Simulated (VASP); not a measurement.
Input of a VASP 6.6.1 run:

File INCAR:

```
SYSTEM = S
ALGO     = Normal         ! electronic algorithm
EDIFF    = 1E-6           ! SCF threshold, eV
ENCUT    = 500            ! plane-wave cutoff, eV
GGA      = PE             ! functional
GGA_COMPAT= .FALSE.      
ISIF     = 2              ! what is computed and relaxed
ISMEAR   = 0              ! smearing method
LASPH    = .TRUE.         ! aspherical terms in the spheres
LCHARG   = .FALSE.        ! write CHGCAR
LREAL    = .FALSE.        ! projectors in reciprocal space
LWAVE    = .FALSE.        ! write WAVECAR
NBANDS   = 9              ! bands
NELM     = 120            ! most SCF steps
PREC     = Accurate       ! precision mode
SIGMA    = 0.1            ! smearing width, eV
```

Contents of KPOINTS:

```
k-points
0
G
  18 18 18
  0 0 0
```

The input POSCAR:

```
S
1.0
    0.0000000000      1.9276250004      1.9276250004
    1.9276250004      0.0000000000      1.9276250004
    1.9276250004      1.9276250004      0.0000000000
S
1
Direct
    0.0000000000      0.0000000000      0.0000000000
```

Potentials or basis: VASP PAW PBE potentials, release 64 (S).

Command:

```sh
$ cat potpaw_PBE.64/S/POTCAR > POTCAR
$ mpirun -np 1 vasp_std > vasp.out
```

(1) What does it give for the pressure?

(2) Estimate the band gap on the k mesh.

Results:

(1) 9.8 GPa.

(2) zero (bands 3 and 4 overlap by 6.72 eV).

Caveat: the cell stands under pressure.
